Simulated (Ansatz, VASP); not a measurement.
# One calculation of V2I, two programs

```xyz
3
Lattice="4.0914 0.0000 0.0000 -2.0457 3.5433 0.0000 0.0000 0.0000 4.4176" Properties=species:S:1:pos:R:3 pbc="T T T"
V     0.0000    2.3622    2.2088
V     2.0457    1.1811    2.2088
I     0.0000    0.0000    0.0000
```

Alike in both runs: task single point; functional r2SCAN; k mesh 6 × 6 × 4; occupations gaussian, width 0.1 eV; collinear spin.

```csv
,VASP,Ansatz
version,VASP 6.6.1,Ansatz 0.2.0
potentials or method,"VASP PAW PBE potentials, release 64 (V_sv, I), cutoff 520 eV","scalar-relativistic, plane waves, PAW"
valence electrons in the cell,33,43
```

Ansatz gave:

```
gap on the k mesh at the Fermi level (eV)                     : none
pressure (GPa)                                                : -6.3
traceless stress, the component that is largest in VASP (GPa) : -0.45
net moment per atom (μB)                                      : 0.00
```

**Question.** Which values does VASP return?

**Answer.** gap on the k mesh at the Fermi level (eV): none; pressure (GPa): -6.0; traceless stress, the component that is largest in VASP (GPa): -0.58; net moment per atom (μB): 0.00.

VASP's potentials were made for PBE, not for r2SCAN. A gap of «none» marks a metal or a gap that the smearing closes. With one functional, cell and mesh, what is left measures potentials, basis and numerics. VASP's potentials hold 33 valence electrons a cell and Ansatz's 43, so a difference there can come from the potentials and not from the codes. Ansatz's warnings: seeded moment not kept.

Neither program's run includes spin-orbit coupling.
